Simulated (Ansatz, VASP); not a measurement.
CdF2 in VASP and in Ansatz

Contents of POSCAR:

```
CdF2
1.0
    0.0000000000      2.6825809959      2.6825809959
    2.6825809959      0.0000000000      2.6825809959
    2.6825809959      2.6825809959      0.0000000000
Cd F
1 2
Direct
    0.0000000000      0.0000000000      0.0000000000
    0.2500000000      0.2500000000      0.2500000000
    0.7500000000      0.7500000000      0.7500000000
```

File INCAR.step1:

```
ALGO = Normal
EDIFF = 1E-4
ENCUT = 520
GGA = PE
ISMEAR = 0
LASPH = T
LCHARG = F
LREAL = F
LWAVE = T
NBANDS = 20
NELM = 80
PREC = Accurate
SIGMA = 0.01
```

INCAR.step2

```
ALGO = Normal
EDIFF = 1E-6
ENCUT = 520
ISIF = 2
ISMEAR = 0
ISTART = 1
LASPH = T
LCHARG = F
LMIXTAU = T
LREAL = F
LWAVE = F
METAGGA = R2SCAN
NBANDS = 20
NELM = 80
PREC = Accurate
SIGMA = 0.01
```

Contents of KPOINTS:

```
k-points
0
Gamma
  8 8 8
```

Input for Ansatz:

```yaml
crystal:
  lattice:
    - [0.0, 2.6825809959, 2.6825809959]
    - [2.6825809959, 0.0, 2.6825809959]
    - [2.6825809959, 2.6825809959, 0.0]
  atoms:
    - { symbol: Cd, position: [0.0, 0.0, 0.0] }
    - { symbol: F, position: [0.25, 0.25, 0.25] }
    - { symbol: F, position: [0.75, 0.75, 0.75] }
kpoints:
  mp_grid: { grid: [8, 8, 8] }
  band_path:
    path:
      - [0.0, 0.0, 0.0]
      - [0.5, 0.0, 0.5]
      - [0.625, 0.25, 0.625]
      - [0.375, 0.375, 0.75]
      - [0.5, 0.5, 0.5]
      - [0.5, 0.25, 0.75]
      - [0.25, -0.5, -0.25]
    npoints: 1
hamiltonian:
  xc: r2scan
scf:
  occupations: { method: fixed }
  n_extra_bands: 4
output:
  forces: true
  stress: true
  eigenvalues: true
```

Alike in both runs: task single point; functional r2SCAN; k mesh 8 × 8 × 8; no spin polarisation.

```csv
,VASP,Ansatz
version,VASP 6.6.1,Ansatz 0.2.0
potentials or method,"VASP PAW PBE potentials, release 64 (Cd, F)","plane waves, PAW"
plane-wave cutoff (eV),520,500
occupations,"gaussian, width 0.01 eV",fixed
valence electrons in the cell,26,34
```

```tsv
	VASP	Ansatz	Ansatz less VASP
gap on the k mesh at the Fermi level (eV)	3.80	3.84	+0.045
pressure (GPa)	2.6	1.5	-1.07
```

VASP's potentials were made for PBE, not for r2SCAN. VASP's potentials hold 26 valence electrons a cell and Ansatz's 34, so a difference there can come from the potentials and not from the codes.
